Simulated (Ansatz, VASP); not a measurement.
# Fe in VASP and in Ansatz

```
Fe
1.0
     1.56303    0.90242    2.89845
    -1.56303    0.90242    2.89845
     0.00000   -1.80483    2.89845
Fe
2
Direct
  0.22754 0.22754 0.22754
  0.77246 0.77246 0.77246
```

Alike in both runs: task relaxation of cell and atoms; functional PBEsol; k mesh 6 × 6 × 6; occupations gaussian, width 0.1 eV; collinear spin.

|  | VASP | Ansatz |
| --- | --- | --- |
| version | VASP 6.6.1 | Ansatz 0.2.0 |
| potentials or method | VASP PAW PBE potentials, release 64 (Fe), cutoff 600 eV | scalar-relativistic, plane waves, PAW |
| valence electrons in the cell | 16 | 32 |

```csv
,VASP,Ansatz,Ansatz less VASP
"gap on the k mesh at the Fermi level, each at its own relaxed structure (eV)",none,none,-
net moment per atom (μB),0.00,0.00,0.000
relaxed volume (Å³/atom),9.87,9.88,+0.013
relaxed cell length with the largest relative difference (Å),4.158,4.157,-0.0010
```

VASP's potentials were made for PBE, not for PBEsol. A gap of «none» marks a metal or a gap that the smearing closes. VASP's potentials hold 16 valence electrons a cell and Ansatz's 32, so a difference there can come from the potentials and not from the codes. Ansatz's warnings: cell relax basis refresh, seeded moment not kept.

The k mesh is coarse, so the values compare programs but aren't converged. Noted on VASP's run: the volume moved by over 15 % at a fixed basis, so the end points are rough.
